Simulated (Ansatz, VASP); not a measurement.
Two plane-wave programs on Os

File INCAR:

```
ALGO     = Normal         # electronic algorithm
EDIFF    = 1E-7           # SCF threshold, eV
ENCUT    = 520            # plane-wave cutoff, eV
GGA      = CA             # functional
ISIF     = 2              # what is computed and relaxed
ISMEAR   = -1             # smearing method
LASPH    = True           # aspherical terms in the spheres
LCHARG   = False          # write CHGCAR
LREAL    = False          # projectors in reciprocal space
LWAVE    = False          # write WAVECAR
NBANDS   = 15             # bands
NELM     = 100            # most SCF steps
PREC     = Accurate       # precision mode
SIGMA    = 0.3            # smearing width, eV
```

The input KPOINTS:

```
k-points
0
Gamma
  13 13 8
```

Contents of POSCAR:

```
Os
1.0
    2.7175247593      0.0000000000      0.0000000000
   -1.3587623796      2.3534454770      0.0000000000
    0.0000000000      0.0000000000      4.2844606214
Os
2
Direct
    0.3333333333      0.6666666667      0.2500000000
    0.6666666667      0.3333333333      0.7500000000
```

Input for Ansatz:

```yaml
crystal:
  lattice:
    - [2.7175247593, 0.0, 0.0]
    - [-1.3587623796, 2.353445477, 0.0]
    - [0.0, 0.0, 4.2844606214]
  atoms:
    - { symbol: Os, position: [0.3333333333, 0.6666666667, 0.25] }
    - { symbol: Os, position: [0.6666666667, 0.3333333333, 0.75] }
hamiltonian:
  xc: lda
  pseudopotentials:
    kind: paw
    azcp:
      Os: "pseudopotentials/Os.paw.azcp"
basis:
  ecutwfc: 420
  fft_grid_basis: typed
kpoints:
  mp_grid: { grid: [13, 13, 8], shift: [0, 0, 0] }
magnetization:
  spin_polarized: false
scf:
  occupations: { method: fermi_dirac, width: 0.3 }
  lower_state_search: "off"
output:
  stress: true
```

Alike in both runs: task single point; functional LDA; k mesh 13 × 13 × 8; occupations fermi-dirac, width 0.3 eV; no spin polarisation.

```csv
,VASP,Ansatz
version,VASP 6.6.1,Ansatz 0.2.0
potentials or method,"VASP PAW LDA potentials, release 64 (Os), cutoff 520 eV","plane waves (420 eV) with PAW, scalar-relativistic"
valence electrons in the cell,16,32
```

|  | VASP | Ansatz | Ansatz less VASP |
| --- | --- | --- | --- |
| pressure (GPa) | 2.7 | 1.6 | -1.06 |
| traceless stress, the component that is largest in VASP (GPa) | 1.02 | 1.11 | +0.084 |

Ansatz warns that its potentials were made for another functional, while VASP's fit it. LDA's correlation is that of Perdew and Zunger in VASP and of Perdew and Wang (1992) in Ansatz. VASP's potentials hold 16 valence electrons a cell and Ansatz's 32, so a difference there can come from the potentials and not from the codes.

Spin-orbit coupling is off throughout.
